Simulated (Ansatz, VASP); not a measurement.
## One calculation of Fe, two programs

The input INCAR:

```
ALGO     = Normal         # electronic algorithm
EDIFF    = 1E-7           # SCF threshold, eV
ENCUT    = 520            # plane-wave cutoff, eV
GGA      = PS             # functional
ISIF     = 2              # what is computed and relaxed
ISMEAR   = -1             # smearing method
LASPH    = True           # aspherical terms in the spheres
LCHARG   = True           # write CHGCAR
LELF     = True           # ELF
LREAL    = False          # projectors in reciprocal space
LVHAR    = True         
LWAVE    = False          # write WAVECAR
NBANDS   = 15             # bands
NELM     = 100            # most SCF steps
PREC     = Accurate       # precision mode
SIGMA    = 0.08           # smearing width, eV
```

Contents of KPOINTS:

```
k-points
0
Gamma
  17 17 10
```

Contents of POSCAR:

```
Fe
1.0
    2.4178204650      0.0000000000      0.0000000000
   -1.2089102325      2.0938939445      0.0000000000
    0.0000000000      0.0000000000      3.8161488980
Fe
2
Direct
    0.3333333333      0.6666666667      0.2500000000
    0.6666666667      0.3333333333      0.7500000000
```

Input for Ansatz:

```yaml
crystal:
  lattice:
    - [2.417820465, 0.0, 0.0]
    - [-1.2089102325, 2.0938939445, 0.0]
    - [0.0, 0.0, 3.816148898]
  atoms:
    - { symbol: Fe, position: [0.3333333333, 0.6666666667, 0.25] }
    - { symbol: Fe, position: [0.6666666667, 0.3333333333, 0.75] }
kpoints:
  mp_grid: { grid: [17, 17, 10] }
scf:
  occupations: { method: fermi_dirac, width: 0.08 }
hamiltonian:
  xc: pbesol
  pseudopotentials: { kind: all_electron, lapw: { basis_error: 0.00025 } }
output:
  forces: true
  stress: true
  eigenvalues: true
```

Change from the starting cell: volume scaled by 0.98.

Alike in both runs: task single point; functional PBEsol; k mesh 17 × 17 × 10; occupations fermi-dirac, width 0.08 eV; no spin polarisation.

|  | VASP | Ansatz |
| --- | --- | --- |
| version | VASP 6.6.1 | Ansatz 0.2.0 |
| potentials or method | VASP PAW PBE potentials, release 64 (Fe), cutoff 520 eV | all-electron LAPW, scalar-relativistic |

```tsv
	VASP	Ansatz	Ansatz less VASP
pressure (GPa)	5.0	5.4	+0.40
traceless stress, the component that is largest in VASP (GPa)	0.70	0.81	+0.105
```

VASP's potentials were made for PBE, not for PBEsol. Ansatz ran all-electron here, and VASP with PAW potentials.
